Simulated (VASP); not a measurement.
Write the native input for VASP 6.6.1 that does the following.

```
Task                   : single point
Functional             : PBE
Potentials or basis    : VASP PAW PBE potentials, release 64 (In_d, P)
Cutoff                 : 520 eV
k mesh                 : 4 × 4 × 4
Occupations            : gaussian, width 0.1 eV
Spin                   : no spin polarisation
Dipole correction      : no
Further INCAR settings : ALGO = Normal; EDIFF = 1e-06; NBANDS = 36
```

The structure of InP lies in POSCAR:

```
InP
1.0
    5.3337963511      0.0000000000      0.0000000000
    0.0000000000      5.3337963511      0.0000000000
    0.0000000000      0.0000000000      5.3337963511
In P
3 3
Direct
    0.5000000000      0.0000000000      0.0000000000
    0.0000000000      0.5000000000      0.0000000000
    0.0000000000      0.0000000000      0.5000000000
    0.0000000000      0.5000000000      0.5000000000
    0.5000000000      0.0000000000      0.5000000000
    0.5000000000      0.5000000000      0.0000000000
```

These files were run (other wordings do the same):

INCAR

```
SYSTEM = InP
PREC = Accurate
ENCUT = 520
EDIFF = 1E-6
ISMEAR = 0
SIGMA = 0.1
LREAL = .FALSE.
LASPH = .TRUE.
NELM = 80
ALGO = Normal
ISIF = 2
LWAVE = .FALSE.
LCHARG = .TRUE.
GGA = PE
LELF = .TRUE.
LVHAR = .TRUE.
NBANDS = 36
```

KPOINTS

```
Automatic mesh
0
G
  4 4 4
  0 0 0
```

Potentials or basis: VASP PAW PBE potentials, release 64 (In_d, P).

Command:

```bash
$ cat potpaw_PBE.64/In_d/POTCAR potpaw_PBE.64/P/POTCAR > POTCAR
$ mpirun -np 1 vasp_std > vasp.out
```

Results of the run:

```json
{
  "Pressure": "-0.1 GPa",
  "Band gap on the k mesh": "zero (band 27 reaches 6.28 eV, above the bottom of band 28 at 5.28 eV)"
}
```

Caveat: spin-orbit coupling is left out, which moves the levels of the heavy elements.

It took 41 s on 1 thread of Intel(R) Xeon(R) 6975P-C (Granite Rapids), with other jobs on the host, peak memory 0.25 GiB.
